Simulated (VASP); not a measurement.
# ZnSe (P4/nmm) in VASP: a series of runs

Runs on ZnSe. Level: PBEsol. Tasks: single point.

Everything below comes from runs of VASP 6.6.1. Logs are shortened: lines on timing, memory, paths and dates and some standing lists are left out, and cuts for length are marked.

## (1) The cell of the first run

It takes space group P4/nmm (No. 129, tetragonal). The conventional cell has a = 4.108 Å, b = 4.108 Å, c = 6.070 Å, α = 90.00°, β = 90.00°, γ = 90.00°. Within 3.4 Å of Zn (site symmetry -4m2) lie 4 Se at 2.54 Å and 4 Zn at 2.90 Å. Se (site symmetry 4mm) has 4 Zn at 2.54 Å within 3.4 Å.

## (2) Single point, PBEsol

INCAR

```
SYSTEM = ZnSe
PREC     = Accurate       ! precision mode
ENCUT    = 520            ! plane-wave cutoff, eV
EDIFF    = 1E-6           ! SCF threshold, eV
ISMEAR   = 0              ! smearing method
SIGMA    = 0.01           ! smearing width, eV
LREAL    = .False.        ! projectors in reciprocal space
LASPH    = .True.         ! aspherical terms in the spheres
NELM     = 100            ! most SCF steps
ALGO     = Normal         ! electronic algorithm
ISIF     = 2              ! what is computed and relaxed
LWAVE    = .False.        ! write WAVECAR
LCHARG   = .False.        ! write CHGCAR
GGA      = PS             ! functional
NBANDS   = 26             ! bands
```

KPOINTS

```
regular mesh
0
Gamma
  5 5 3
  0 0 0
```

POSCAR

```
ZnSe
1.0
    4.1077020000      0.0000000000      0.0000000000
    0.0000000000      4.1077020000      0.0000000000
    0.0000000000      0.0000000000      6.0703500000
Zn Se
2 2
Direct
    0.0000000000      0.0000000000      0.0000000000
    0.5000000000      0.5000000000      0.0000000000
    0.0000000000      0.5000000000      0.2462800000
    0.5000000000      0.0000000000      0.7537200000
```

Potentials or basis: VASP PAW PBE potentials, release 64 (Zn, Se).

The run is started by

```console
$ cat potpaw_PBE.64/Zn/POTCAR potpaw_PBE.64/Se/POTCAR > POTCAR
$ mpirun -np 1 vasp_std > vasp.out
```

OUTCAR:

```text
SYSTEM = ZnSe
   PREC = Accurate
   ENCUT = 520
   EDIFF = 1E-6
   ISMEAR = 0
   LREAL = .False.
   LASPH = .True.
   NELM = 100
   ISIF = 2
   GGA = PS

 ion  position               nearest neighbor table
   1  0.000  0.000  0.000-   3 2.54   4 2.54   3 2.54   4 2.54   2 2.90   2 2.90   2 2.90   2 2.90

   2  0.500  0.500  0.000-   3 2.54   4 2.54   4 2.54   3 2.54   1 2.90   1 2.90   1 2.90   1 2.90

   3  0.000  0.500  0.246-   1 2.54   2 2.54   1 2.54   2 2.54
   4  0.500  0.000  0.754-   1 2.54   2 2.54   2 2.54   1 2.54

  LATTYP: Found a simple tetragonal cell.
 ALAT       =     4.1077020000
 C/A-ratio  =     1.4777970749

  Lattice vectors:

 A1 = (   4.1077020000,   0.0000000000,   0.0000000000)
 A2 = (   0.0000000000,   4.1077020000,   0.0000000000)
 A3 = (   0.0000000000,   0.0000000000,   6.0703500000)

Analysis of symmetry for initial positions (statically):
=====================================================================
 Subroutine PRICEL returns:
 Original cell was already a primitive cell.

 Routine SETGRP: Setting up the symmetry group for a
 simple tetragonal supercell.

 Subroutine GETGRP returns: Found 16 space group operations
 (whereof  8 operations were pure point group operations)
 out of a pool of 16 trial point group operations.

The static configuration has the point symmetry D_2d.
 The point group associated with its full space group is D_4h.

Analysis of symmetry for dynamics (positions and initial velocities):
=====================================================================
 Subroutine PRICEL returns:
 Original cell was already a primitive cell.

 Routine SETGRP: Setting up the symmetry group for a
 simple tetragonal supercell.

 Subroutine GETGRP returns: Found 16 space group operations
 (whereof  8 operations were pure point group operations)
 out of a pool of 16 trial point group operations.

The dynamic configuration has the point symmetry D_2d.
 The point group associated with its full space group is D_4h.

 Subroutine INISYM returns: Found 16 space group operations
 (whereof  8 operations are pure point group operations),
 and found     1 'primitive' translations

----------------------------------------------------------------------------------------

                                     Primitive cell

  volume of cell :     102.4263

  direct lattice vectors                    reciprocal lattice vectors
     4.107702000  0.000000000  0.000000000     0.243445118  0.000000000  0.000000000
     0.000000000  4.107702000  0.000000000     0.000000000  0.243445118  0.000000000
     0.000000000  0.000000000  6.070350000     0.000000000  0.000000000  0.164735147

  length of vectors
     4.107702000  4.107702000  6.070350000     0.243445118  0.243445118  0.164735147

  position of ions in fractional coordinates (direct lattice)
     0.000000000  0.000000000  0.000000000
     0.500000000  0.500000000  0.000000000
     0.000000000  0.500000000  0.246280000
     0.500000000  0.000000000  0.753720000

  ion indices of the primitive-cell ions
   primitive index   ion index
                 1           1
                 2           2
                 3           3
                 4           4

----------------------------------------------------------------------------------------

 KPOINTS: regular mesh

Automatic generation of k-mesh.
 Grid dimensions read from file:
 generate k-points for:    5    5    3

 Generating k-lattice:

  Cartesian coordinates                     Fractional coordinates (reciprocal lattice)
     0.048689024  0.000000000  0.000000000     0.200000000  0.000000000  0.000000000
     0.000000000  0.048689024  0.000000000     0.000000000  0.200000000  0.000000000
     0.000000000  0.000000000  0.054911716     0.000000000  0.000000000  0.333333333

  Length of vectors
     0.048689024  0.048689024  0.054911716

  Shift w.r.t. Gamma in fractional coordinates (k-lattice)
     0.000000000  0.000000000  0.000000000

 Subroutine IBZKPT returns following result:
 ===========================================

 Found     12 irreducible k-points:

 Following reciprocal coordinates:
            Coordinates               Weight
  0.000000  0.000000  0.000000      1.000000
  0.200000  0.000000  0.000000      4.000000
  0.400000  0.000000  0.000000      4.000000
  0.200000  0.200000  0.000000      4.000000
  0.400000  0.200000  0.000000      8.000000
  0.400000  0.400000  0.000000      4.000000
  0.000000  0.000000  0.333333      2.000000
  0.200000  0.000000  0.333333      8.000000
  0.400000  0.000000  0.333333      8.000000
  0.200000  0.200000  0.333333      8.000000
  0.400000  0.200000  0.333333     16.000000
  0.400000  0.400000  0.333333      8.000000
   k-points           NKPTS =     12   k-points in BZ     NKDIM =     12   number of bands    NBANDS=     26
   number of dos      NEDOS =    301   number of ions     NIONS =      4
   total plane-waves  NPLWV =  49152
   dimension x,y,z NGX =    32 NGY =   32 NGZ =   48
   dimension x,y,z NGXF=    64 NGYF=   64 NGZF=   96
   ions per type =               2   2
   NGX,Y,Z   is equivalent  to a cutoff of  12.95, 12.95, 13.15 a.u.
   NGXF,Y,Z  is equivalent  to a cutoff of  25.90, 25.90, 26.29 a.u.
 SYSTEM =  ZnSe
   PREC   = accura    normal or accurate (medium, high low for compatibility)
   ISTART =      0    job   : 0-new  1-cont  2-samecut
   ICHARG =      2    charge: 1-file 2-atom 10-const
   ISPIN  =      1    spin polarized calculation?
   LNONCOLLINEAR =      F non collinear calculations
   LSORBIT =      F    spin-orbit coupling
   LASPH  =      T    aspherical Exc in radial PAW
   ENCUT  =  520.0 eV  38.22 Ry    6.18 a.u.   7.64  7.64 11.29*2*pi/ulx,y,z
   NELM   =    100;   NELMIN=  2; NELMDL= -5     # of ELM steps
   EDIFF  = 0.1E-05   stopping-criterion for ELM
   LREAL  =      F    real-space projection
   EDIFFG = 0.1E-04   stopping-criterion for IOM
   NSW    =      0    number of steps for IOM
   IBRION =     -1    ionic relax: 0-MD 1-quasi-New 2-CG
   NFREE  =      0    steps in history (QN), initial steepest desc. (CG)
   ISIF   =      2    stress and relaxation
   ISYM   =      2    0-nonsym 1-usesym 2-fastsym
   POTIM  = 0.5000    time-step for ionic-motion
   TEBEG  =    0.0;   TEEND  =   0.0 temperature during run
   PSTRESS=    0.0 pullay stress
   NELECT =      36.0000    total number of electrons
   NUPDOWN=      -1.0000    fix difference up-down
   EMIN   =  10.00;   EMAX   =-10.00  energy-range for DOS
   EFERMI =   0.00;   METHOD = LEGACY
   ISMEAR =     0;   SIGMA  =   0.01  broadening in eV -4-tet -1-fermi 0-gaus
   EFERMI_NEDOS =   21; number of points for ismear=-14 and -15
   IALGO  =     38    algorithm
   IMIX   =      4    mixing-type and parameters
     AMIX     =   0.40;   BMIX     =  1.00
     AMIX_MAG =   1.60;   BMIX_MAG =  1.00
  volume/ion in A,a.u.               =      25.61       172.80
  Fermi-wavevector in a.u.,A,eV,Ry     =   1.155328  2.183253 18.160809  1.334782
  Thomas-Fermi vector in A             =   2.291957
   LORBIT       =      0    0 simple, 1 ext, 2 COOP (PROOUT), +10 PAW based schemes
   GGA     = PS    functional components
   LHFCALC =     F    Hartree Fock is set to
   AEXX    =    0.0000 exact exchange contribution
   IVDW    =     0    specifies the selected vdW correction
   LEPSILON=     F    determine dielectric tensor
   LRPA    =     F    only Hartree local field effects (RPA)
 non-spin polarized calculation
 Gauss-broadening in eV      SIGMA  =   0.01
  energy-cutoff  :      520.00
  volume of cell :      102.43
 maximum number of plane-waves:      2779
 NGX is ok and might be reduce to    32
   NGX = 15   NGY = 15   NGZ = 23

 number of electron      35.9999984 magnetization

 Free energy of the ion-electron system (eV)
  ---------------------------------------------------
  ext. energy  EPLUGINS =         0.00000000
  ---------------------------------------------------
  free energy    TOTEN  =       -12.82157013 eV

  energy without entropy =      -12.82157013  energy(sigma->0) =      -12.82157013

 E-fermi :   0.6082     XC(G=0):  -8.8385

 val. band max:        0.5269172754   @ k =   0.0000   0.0000   0.0000
 cond. band min:       2.3804361321   @ k =   0.0000   0.0000   0.0000
 fundamental gap:      1.8535188568
 Fermi energy:         0.6081694765

 k-point     1 :       0.0000    0.0000    0.0000
  band No.  band energies     occupation
      1     -12.3735      2.00000
      2     -11.4468      2.00000
      3      -6.1778      2.00000
      4      -6.1755      2.00000
      5      -6.0925      2.00000
      6      -6.0925      2.00000
[... 18 lines left out ...]
     25      10.3378      0.00000
     26      10.9784      0.00000

 k-point     2 :       0.2000    0.0000    0.0000
  band No.  band energies     occupation
      1     -12.2171      2.00000
      2     -11.4477      2.00000
      3      -6.1496      2.00000
      4      -6.1030      2.00000
      5      -6.0449      2.00000
      6      -6.0258      2.00000
[... 18 lines left out ...]
     25       8.8128      0.00000
     26       8.8597      0.00000

 k-point     3 :       0.4000    0.0000    0.0000
  band No.  band energies     occupation
      1     -11.8537      2.00000
      2     -11.5461      2.00000
      3      -6.0381      2.00000
      4      -5.9075      2.00000
      5      -5.9047      2.00000
      6      -5.8907      2.00000
[... 18 lines left out ...]
     25       7.8496      0.00000
     26       8.2861      0.00000

 k-point     4 :       0.2000    0.2000    0.0000
  band No.  band energies     occupation
      1     -12.0719      2.00000
      2     -11.4331      2.00000
      3      -6.2260      2.00000
      4      -6.0189      2.00000
      5      -5.9835      2.00000
      6      -5.9598      2.00000
[... 18 lines left out ...]
     25       7.5271      0.00000
     26       9.5464      0.00000
[... 148 lines left out ...]
      1     -12.0053      2.00000
      2     -11.5088      2.00000
      3      -6.2308      2.00000
      4      -6.0108      2.00000
      5      -5.9880      2.00000
      6      -5.9643      2.00000
[... 18 lines left out ...]
     25       7.4329      0.00000
     26       9.2287      0.00000

 k-point    11 :       0.4000    0.2000    0.3333
  band No.  band energies     occupation
      1     -11.7113      2.00000
      2     -11.5135      2.00000
      3      -6.1764      2.00000
      4      -5.9617      2.00000
      5      -5.8891      2.00000
      6      -5.8828      2.00000
[... 18 lines left out ...]
     25       8.6532      0.00000
     26       9.1421      0.00000

 k-point    12 :       0.4000    0.4000    0.3333
  band No.  band energies     occupation
      1     -11.5074      2.00000
      2     -11.4288      2.00000
      3      -6.2493      2.00000
      4      -6.1490      2.00000
      5      -5.8649      2.00000
      6      -5.8066      2.00000
[... 18 lines left out ...]
     25       9.5673      0.00000
     26       9.9071      0.00000

------------------------ aborting loop because EDIFF is reached ----------------------------------------

  FORCE on cell =-STRESS in cart. coord.  units (eV):
  Direction    XX          YY          ZZ          XY          YZ          ZX
  --------------------------------------------------------------------------------------
  -------------------------------------------------------------------------------------
  Total       -1.7514700     -1.7514700     -1.3860621      0.0000000      0.0000000     -0.0000000
  in kB      -27.3969164    -27.3969164    -21.6811186      0.0000000      0.0000000     -0.0000000
  external PRESSURE =     -25.4916504 kB  Pullay stress =       0.0000000 kB

 VOLUME and BASIS-vectors are now :
 -----------------------------------------------------------------------------
  energy-cutoff  :      520.00
  volume of cell :      102.43
      direct lattice vectors                 reciprocal lattice vectors
     4.107702000  0.000000000  0.000000000     0.243445118  0.000000000  0.000000000
     0.000000000  4.107702000  0.000000000     0.000000000  0.243445118  0.000000000
     0.000000000  0.000000000  6.070350000     0.000000000  0.000000000  0.164735147

 POSITION                                       TOTAL-FORCE (eV/Angst)
 -----------------------------------------------------------------------------------
      0.00000      0.00000      0.00000        -0.000000     -0.000000      0.000000
      2.05385      2.05385      0.00000         0.000000      0.000000      0.000000
      0.00000      2.05385      1.49501        -0.000000      0.000000     -0.355650
      2.05385      0.00000      4.57534         0.000000      0.000000      0.355650
 -----------------------------------------------------------------------------------
    total drift:                                0.000000     -0.000000     -0.000000

  FREE ENERGIE OF THE ION-ELECTRON SYSTEM (eV)
  ---------------------------------------------------
  free  energy   TOTEN  =       -12.8215701301 eV

  energy  without entropy=      -12.8215701301  energy(sigma->0) =      -12.82157013
```

Wall time 55 s (1 thread of AMD EPYC 7R13, shared host); peak memory 0.18 GiB.

Results:

```
Free energy            : -12.8216 eV
Pressure               : -2.5 GPa
Largest force          : 0.356 eV/Å
Band gap on the k mesh : 1.85 eV
```

Forces on the atoms (eV/Å):
```
Zn   0.000  0.000  0.000
Zn   0.000  0.000  0.000
Se   0.000  0.000 -0.356
Se   0.000  0.000  0.356
```

Stress tensor (GPa, compression positive):
```
-2.74  0.00  0.00
 0.00 -2.74  0.00
 0.00  0.00 -2.17
```

Levels at points of the mesh, in eV from the valence-band top:
```csv
k point,band 15,band 16,band 17,band 18,band 19,band 20,band 21,band 22
"(0.00, 0.00, 0.00)",-2.15,-0.01,0.00,0.00,1.85,1.88,2.93,5.70
```

Caveat: the PAW data sets were made with another functional, which shifts forces and pressure a little; an odd mesh through Γ misses points on the zone boundary, where band edges can lie.

[end of part 1 of 2]
